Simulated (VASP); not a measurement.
# ErSc2Sb3 in VASP: a series of runs

ErSc2Sb3 is run at these levels: PBE; tasks: single point.

Everything below comes from runs of VASP 6.6.1. Logs are shortened: lines on timing, memory, paths and dates and some standing lists are left out, and cuts for length are marked.

### Step 1. The cell of the first run

Symmetry: P6/mmm, No. 191, hexagonal system. Conventional cell: a = 6.589 Å, b = 6.589 Å, c = 4.435 Å, α = 90.00°, β = 90.00°, γ = 120.00°. Er (site symmetry 6/mmm) has 6 Sb at 3.29 Å and 12 Sc at 4.40 Å and 2 Er at 4.43 Å within 4.5 Å. Sc (site symmetry -6m2) has 6 Sb at 2.92 Å and 3 Sc at 3.80 Å within 3.9 Å. Within 3.8 Å of Sb (site symmetry mmm) lie 4 Sc at 2.92 Å and 4 Sb at 3.29 Å and 2 Er at 3.29 Å.

The cell was built from a structure type or drawn by symmetry, and may not be a known phase.

### Step 2. Single point, PBE

File INCAR:

```
  PREC = Accurate
  ENCUT = 500
  EDIFF = 1E-6
  ISMEAR = 0
  SIGMA = 0.2
  LREAL = F
  LASPH = T
  NELM = 200
  ALGO = Normal
  ISIF = 2
  LWAVE = F
  LCHARG = F
  GGA = PE
  NBANDS = 32
  GGA_COMPAT = F
  LMAXMIX = 6
```

File KPOINTS:

```
regular mesh
0
Gamma
  3 3 3
```

File POSCAR:

```
ErSc2Sb3
1.0
    6.5891224144      0.0000000000      0.0000000000
   -3.2945612072      5.7063473995      0.0000000000
    0.0000000000      0.0000000000      4.4349867230
Er Sc Sb
1 2 3
Direct
    0.0000000000      0.0000000000      0.0000000000
    0.3333333333      0.6666666667      0.5000000000
    0.6666666667      0.3333333333      0.5000000000
    0.5000000000      0.0000000000      0.0000000000
    0.0000000000      0.5000000000      0.0000000000
    0.5000000000      0.5000000000      0.0000000000
```

Potentials or basis: VASP PAW PBE potentials, release 64 (Er_3, Sc_sv, Sb), 4f in core.

Started as:

```
$ cat potpaw_PBE.64/Er_3/POTCAR potpaw_PBE.64/Sc_sv/POTCAR potpaw_PBE.64/Sb/POTCAR > POTCAR
$ mpirun -np 1 vasp_std > vasp.out
```

OUTCAR:

```text
PREC = Accurate
   ENCUT = 500
   EDIFF = 1E-6
   ISMEAR = 0
   LREAL = F
   LASPH = T
   NELM = 200
   ISIF = 2
   GGA = PE

 ion  position               nearest neighbor table
   1  0.000  0.000  0.000-   5 3.29   6 3.29   5 3.29   6 3.29   4 3.29   4 3.29
   2  0.333  0.667  0.500-   4 2.92   4 2.92   5 2.92   5 2.92   6 2.92   6 2.92
   3  0.667  0.333  0.500-   4 2.92   4 2.92   5 2.92   5 2.92   6 2.92   6 2.92
   4  0.500  0.000  0.000-   2 2.92   3 2.92   2 2.92   3 2.92   5 3.29   6 3.29   6 3.29   5 3.29
                             1 3.29   1 3.29
   5  0.000  0.500  0.000-   2 2.92   3 2.92   2 2.92   3 2.92   1 3.29   4 3.29   1 3.29   4 3.29
                             6 3.29   6 3.29
   6  0.500  0.500  0.000-   2 2.92   3 2.92   2 2.92   3 2.92   1 3.29   4 3.29   4 3.29   1 3.29
                             5 3.29   5 3.29

  LATTYP: Found a hexagonal cell.
 ALAT       =     6.5891224144
 C/A-ratio  =     0.6730769963

  Lattice vectors:

 A1 = (   6.5891224144,   0.0000000000,   0.0000000000)
 A2 = (  -3.2945612072,   5.7063473995,   0.0000000000)
 A3 = (   0.0000000000,   0.0000000000,   4.4349867230)

Analysis of symmetry for initial positions (statically):
=====================================================================
 Subroutine PRICEL returns:
 Original cell was already a primitive cell.

 Routine SETGRP: Setting up the symmetry group for a
 hexagonal supercell.

 Subroutine GETGRP returns: Found 24 space group operations
 (whereof 24 operations were pure point group operations)
 out of a pool of 24 trial point group operations.

The static configuration has the point symmetry D_6h.

Analysis of symmetry for dynamics (positions and initial velocities):
=====================================================================
 Subroutine PRICEL returns:
 Original cell was already a primitive cell.

 Routine SETGRP: Setting up the symmetry group for a
 hexagonal supercell.

 Subroutine GETGRP returns: Found 24 space group operations
 (whereof 24 operations were pure point group operations)
 out of a pool of 24 trial point group operations.

The dynamic configuration has the point symmetry D_6h.

 Subroutine INISYM returns: Found 24 space group operations
 (whereof 24 operations are pure point group operations),
 and found     1 'primitive' translations

----------------------------------------------------------------------------------------

                                     Primitive cell

  volume of cell :     166.7547

  direct lattice vectors                    reciprocal lattice vectors
     6.589122414  0.000000000  0.000000000     0.151765279  0.087621725  0.000000000
    -3.294561207  5.706347400  0.000000000     0.000000000  0.175243449  0.000000000
     0.000000000  0.000000000  4.434986723     0.000000000  0.000000000  0.225479818

  length of vectors
     6.589122414  6.589122414  4.434986723     0.175243449  0.175243449  0.225479818

  position of ions in fractional coordinates (direct lattice)
     0.000000000  0.000000000  0.000000000
     0.333333333  0.666666667  0.500000000
     0.666666667  0.333333333  0.500000000
     0.500000000  0.000000000  0.000000000
     0.000000000  0.500000000  0.000000000
     0.500000000  0.500000000  0.000000000

  ion indices of the primitive-cell ions
   primitive index   ion index
                 1           1
                 2           2
                 3           3
                 4           4
                 5           5
                 6           6

----------------------------------------------------------------------------------------

 KPOINTS: regular mesh

Automatic generation of k-mesh.
 Grid dimensions read from file:
 generate k-points for:    3    3    3

 Generating k-lattice:

  Cartesian coordinates                     Fractional coordinates (reciprocal lattice)
     0.050588426  0.029207242  0.000000000     0.333333333  0.000000000  0.000000000
     0.000000000  0.058414483  0.000000000     0.000000000  0.333333333  0.000000000
     0.000000000  0.000000000  0.075159939     0.000000000  0.000000000  0.333333333

  Length of vectors
     0.058414483  0.058414483  0.075159939

  Shift w.r.t. Gamma in fractional coordinates (k-lattice)
     0.000000000  0.000000000  0.000000000

 Subroutine IBZKPT returns following result:
 ===========================================

 Found      6 irreducible k-points:

 Following reciprocal coordinates:
            Coordinates               Weight
  0.000000  0.000000  0.000000      1.000000
  0.333333  0.000000  0.000000      6.000000
  0.333333  0.333333  0.000000      2.000000
  0.000000  0.000000  0.333333      2.000000
  0.333333  0.000000  0.333333     12.000000
  0.333333  0.333333  0.333333      4.000000
   k-points           NKPTS =      6   k-points in BZ     NKDIM =      6   number of bands    NBANDS=     32
   number of dos      NEDOS =    301   number of ions     NIONS =      6
   total plane-waves  NPLWV =  73728
   dimension x,y,z NGX =    48 NGY =   48 NGZ =   32
   dimension x,y,z NGXF=    96 NGYF=   96 NGZF=   64
   ions per type =               1   2   3
   NGX,Y,Z   is equivalent  to a cutoff of  12.11, 12.11, 12.00 a.u.
   NGXF,Y,Z  is equivalent  to a cutoff of  24.22, 24.22, 23.99 a.u.
 SYSTEM =  unknown system
   PREC   = accura    normal or accurate (medium, high low for compatibility)
   ISTART =      0    job   : 0-new  1-cont  2-samecut
   ICHARG =      2    charge: 1-file 2-atom 10-const
   ISPIN  =      1    spin polarized calculation?
   LNONCOLLINEAR =      F non collinear calculations
   LSORBIT =      F    spin-orbit coupling
   LASPH  =      T    aspherical Exc in radial PAW
   ENCUT  =  500.0 eV  36.75 Ry    6.06 a.u.  12.01 12.01  8.09*2*pi/ulx,y,z
   NELM   =    200;   NELMIN=  2; NELMDL= -5     # of ELM steps
   EDIFF  = 0.1E-05   stopping-criterion for ELM
   LREAL  =      F    real-space projection
   EDIFFG = 0.1E-04   stopping-criterion for IOM
   NSW    =      0    number of steps for IOM
   IBRION =     -1    ionic relax: 0-MD 1-quasi-New 2-CG
   NFREE  =      0    steps in history (QN), initial steepest desc. (CG)
   ISIF   =      2    stress and relaxation
   ISYM   =      2    0-nonsym 1-usesym 2-fastsym
   POTIM  = 0.5000    time-step for ionic-motion
   TEBEG  =    0.0;   TEEND  =   0.0 temperature during run
   PSTRESS=    0.0 pullay stress
   NELECT =      46.0000    total number of electrons
   NUPDOWN=      -1.0000    fix difference up-down
   EMIN   =  10.00;   EMAX   =-10.00  energy-range for DOS
   EFERMI =   0.00;   METHOD = LEGACY
   ISMEAR =     0;   SIGMA  =   0.20  broadening in eV -4-tet -1-fermi 0-gaus
   EFERMI_NEDOS =   21; number of points for ismear=-14 and -15
   IALGO  =     38    algorithm
   IMIX   =      4    mixing-type and parameters
     AMIX     =   0.40;   BMIX     =  1.00
     AMIX_MAG =   1.60;   BMIX_MAG =  1.00
  volume/ion in A,a.u.               =      27.79       187.55
  Fermi-wavevector in a.u.,A,eV,Ry     =   1.065699  2.013880 15.452345  1.135715
  Thomas-Fermi vector in A             =   2.201260
   LORBIT       =      0    0 simple, 1 ext, 2 COOP (PROOUT), +10 PAW based schemes
   GGA     = PE    functional components
   LHFCALC =     F    Hartree Fock is set to
   AEXX    =    0.0000 exact exchange contribution
   IVDW    =     0    specifies the selected vdW correction
   LEPSILON=     F    determine dielectric tensor
   LRPA    =     F    only Hartree local field effects (RPA)
 non-spin polarized calculation
 Gauss-broadening in eV      SIGMA  =   0.20
  energy-cutoff  :      500.00
  volume of cell :      166.75
 maximum number of plane-waves:      4243
   NGX = 25   NGY = 25   NGZ = 17

 number of electron      46.0000005 magnetization

 Free energy of the ion-electron system (eV)
  ---------------------------------------------------
  ext. energy  EPLUGINS =         0.00000000
  ---------------------------------------------------
  free energy    TOTEN  =       -32.54713741 eV

  energy without entropy =      -32.45852666  energy(sigma->0) =      -32.50283203

 E-fermi :   5.8714     XC(G=0):  -9.7070

 val. band max:        5.7920998516   @ k =   0.3333   0.0000   0.3333
 cond. band min:       6.0001669787   @ k =   0.3333   0.0000   0.3333
 fundamental gap:      0.2080671271
 Fermi energy:         5.8714002324

 k-point     1 :       0.0000    0.0000    0.0000
  band No.  band energies     occupation
      1     -44.1679      2.00000
      2     -44.1637      2.00000
      3     -22.8449      2.00000
      4     -22.8449      2.00000
      5     -22.8367      2.00000
      6     -22.8199      2.00000
[... 24 lines left out ...]
     31       8.1738      0.00000
     32       8.3368      0.00000

 k-point     2 :       0.3333    0.0000    0.0000
  band No.  band energies     occupation
      1     -44.1670      2.00000
      2     -44.1646      2.00000
      3     -22.8466      2.00000
      4     -22.8388      2.00000
      5     -22.8331      2.00000
      6     -22.8234      2.00000
[... 24 lines left out ...]
     31       7.8768      0.00000
     32       8.0185      0.00000

 k-point     3 :       0.3333    0.3333    0.0000
  band No.  band energies     occupation
      1     -44.1658      2.00000
      2     -44.1658      2.00000
      3     -22.8482      2.00000
      4     -22.8283      2.00000
      5     -22.8283      2.00000
      6     -22.8279      2.00000
[... 24 lines left out ...]
     31       7.7345      0.00000
     32       7.7349      0.00000

 k-point     4 :       0.0000    0.0000    0.3333
  band No.  band energies     occupation
      1     -44.1676      2.00000
      2     -44.1631      2.00000
      3     -22.8496      2.00000
      4     -22.8437      2.00000
      5     -22.8437      2.00000
      6     -22.8355      2.00000
[... 24 lines left out ...]
     31       7.9161      0.00000
     32       8.2172      0.00000

 k-point     5 :       0.3333    0.0000    0.3333
  band No.  band energies     occupation
      1     -44.1667      2.00000
      2     -44.1640      2.00000
      3     -22.8466      2.00000
      4     -22.8452      2.00000
      5     -22.8386      2.00000
      6     -22.8371      2.00000
[... 24 lines left out ...]
     31       7.8606      0.00000
     32       8.0923      0.00000

 k-point     6 :       0.3333    0.3333    0.3333
  band No.  band energies     occupation
      1     -44.1654      2.00000
      2     -44.1654      2.00000
      3     -22.8467      2.00000
      4     -22.8426      2.00000
      5     -22.8426      2.00000
      6     -22.8258      2.00000
[... 24 lines left out ...]
     31       8.1657      0.00000
     32       8.1661      0.00000

------------------------ aborting loop because EDIFF is reached ----------------------------------------

  FORCE on cell =-STRESS in cart. coord.  units (eV):
  Direction    XX          YY          ZZ          XY          YZ          ZX
  --------------------------------------------------------------------------------------
  -------------------------------------------------------------------------------------
  Total        0.3994084      0.3994084      0.0845630      0.0000000     -0.0000000      0.0000000
  in kB        3.8375112      3.8375112      0.8124806      0.0000000     -0.0000000      0.0000000
  external PRESSURE =       2.8291677 kB  Pullay stress =       0.0000000 kB

 VOLUME and BASIS-vectors are now :
 -----------------------------------------------------------------------------
  energy-cutoff  :      500.00
  volume of cell :      166.75
      direct lattice vectors                 reciprocal lattice vectors
     6.589122414  0.000000000  0.000000000     0.151765279  0.087621725  0.000000000
    -3.294561207  5.706347400  0.000000000     0.000000000  0.175243449  0.000000000
     0.000000000  0.000000000  4.434986723     0.000000000  0.000000000  0.225479818

 POSITION                                       TOTAL-FORCE (eV/Angst)
 -----------------------------------------------------------------------------------
      0.00000      0.00000      0.00000         0.000000      0.000000      0.000000
     -0.00000      3.80423      2.21749        -0.000000      0.000000      0.000000
      3.29456      1.90212      2.21749         0.000000     -0.000000      0.000000
      3.29456      0.00000      0.00000         0.000000      0.000000      0.000000
     -1.64728      2.85317      0.00000         0.000000      0.000000      0.000000
      1.64728      2.85317      0.00000         0.000000      0.000000      0.000000
 -----------------------------------------------------------------------------------
    total drift:                               -0.000000      0.000000     -0.000000

  FREE ENERGIE OF THE ION-ELECTRON SYSTEM (eV)
  ---------------------------------------------------
  free  energy   TOTEN  =       -32.5471374054 eV

  energy  without entropy=      -32.4585266570  energy(sigma->0) =      -32.50283203
```

It took 30 s on 1 thread of AMD EPYC 7R13 (Zen 3), shared host; peak memory 0.23 GiB.

What came out:

```yaml
Free_energy: -32.5471 eV
Pressure: 0.3 GPa
Band_gap_on_the_k_mesh: zero (bands 23 and 24 overlap by 0.86 eV)
```

Levels at points of the mesh, in eV from the Fermi level:
```tsv
k point	band 19	band 20	band 21	band 22	band 23	band 24	band 25	band 26	band 27	band 28
(0.00, 0.00, 0.00)	-1.99	-1.99	-1.84	0.63	0.66	0.66	0.69	0.69	0.91	1.18
```

Caveat: the k points lie up to 0.47 Å⁻¹ apart, too coarse for converged energies and pressures of a metal; spin-orbit coupling is left out, which moves the levels of the heavy elements; the 4f electrons are frozen in the core, so they carry no moment and show no levels.

### Step 3. Single point, PBE

This run uses another cell than the first one, of 27.65 Å³/atom.

File INCAR:

```
SYSTEM = ErSc2Sb3
PREC = Accurate ; ENCUT = 500
EDIFF = 1E-6 ; ISMEAR = 0
SIGMA = 0.2 ; LREAL = .False.
LASPH = .True. ; NELM = 200
ALGO = Normal ; ISIF = 2
LWAVE = .False. ; LCHARG = .False.
GGA = PE ; NBANDS = 32
GGA_COMPAT = .False. ; LMAXMIX = 6
```

File KPOINTS:

```
Automatic mesh
0
Gamma
  4 4 3
  0 0 0
```

File POSCAR:

```
ErSc2Sb3
1.0
    6.5943020554      0.0000000035      0.0000000000
   -3.2971510308      5.7108330985      0.0000000000
    0.0000000000      0.0000000000      4.4046615634
Er Sc Sb
1 2 3
Direct
    0.0000000000      0.0000000000      0.3161849915
    0.3333333333      0.6666666667      0.8153412063
    0.6666666667      0.3333333333      0.8153412063
    0.4997665968      0.0000000000      0.3154049620
    0.0000000000      0.4997665968      0.3154049620
    0.5002334032      0.5002334032      0.3154049620
```

Potentials or basis: VASP PAW PBE potentials, release 64 (Er_3, Sc_sv, Sb), 4f in core.

Started as:

```
$ cat potpaw_PBE.64/Er_3/POTCAR potpaw_PBE.64/Sc_sv/POTCAR potpaw_PBE.64/Sb/POTCAR > POTCAR
$ mpirun -np 1 vasp_std > vasp.out
```

Wall time 44 s (1 thread of AMD EPYC 7R13 (Zen 3), shared host); peak memory 0.24 GiB.

The run converged. Its results:

```yaml
Free_energy: -32.4289 eV
Pressure: 0.6 GPa
Largest_force: 0.004 eV/Å
Band_gap_on_the_k_mesh: zero (bands 23 and 24 overlap by 0.83 eV)
```

Forces in eV/Å, atoms in the order of the input:
```
Er   0.000  0.000 -0.003
Sc   0.000  0.000  0.004
Sc   0.000  0.000  0.004
Sb   0.000  0.000 -0.002
Sb   0.000  0.000 -0.002
Sb   0.000  0.000 -0.002
```

Stress tensor (GPa, compression positive):
```
0.67 0.00 0.00
0.00 0.67 0.00
0.00 0.00 0.38
```

Levels at points of the mesh, in eV from the Fermi level:
| k point | band 21 | band 22 | band 23 | band 24 | band 25 | band 26 |
| --- | --- | --- | --- | --- | --- | --- |
| (0.00, 0.00, 0.00) | -1.84 | 0.64 | 0.70 | 0.70 | 0.71 | 0.71 |
| (0.50, 0.00, 0.00) | -2.12 | -2.11 | -0.41 | 0.39 | 1.12 | 1.42 |

Caveat: the k points lie up to 0.48 Å⁻¹ apart, too coarse for converged energies and pressures of a metal; spin-orbit coupling is left out, which moves the levels of the heavy elements; the 4f electrons are frozen in the core, so they carry no moment and show no levels. Spin polarisation is off, so any magnetic state and its effect on volume and gap are missing.
